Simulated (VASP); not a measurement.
Input of a VASP 6.6.1 run:

INCAR

```
ALGO = Normal ; EDIFF = 1E-6
ENCUT = 400 ; GGA = PE
GGA_COMPAT = False ; ISIF = 2
ISMEAR = 0 ; LASPH = True
LCHARG = False ; LREAL = False
LWAVE = False ; NBANDS = 11
NELM = 120 ; PREC = Accurate
SIGMA = 0.1
```

File KPOINTS:

```
k-points
0
Gamma
  10 10 10
```

File POSCAR:

```
Ca
1.0
    3.5056854800      0.0000000000      0.0000000000
    0.0000000000      3.5056854800      0.0000000000
    0.0000000000      0.0000000000      3.5056854800
Ca
1
Direct
    0.0000000000      0.0000000000      0.0000000000
```

Potentials or basis: VASP PAW PBE potentials, release 64 (Ca_sv).

Launch:

```sh
$ cat potpaw_PBE.64/Ca_sv/POTCAR > POTCAR
$ mpirun -np 1 vasp_std > vasp.out
```

(1) Predict the pressure.

(2) Estimate the band gap on the k mesh.

Answers

(1) 0.0 GPa.

(2) zero (bands 5 and 6 overlap by 1.18 eV).
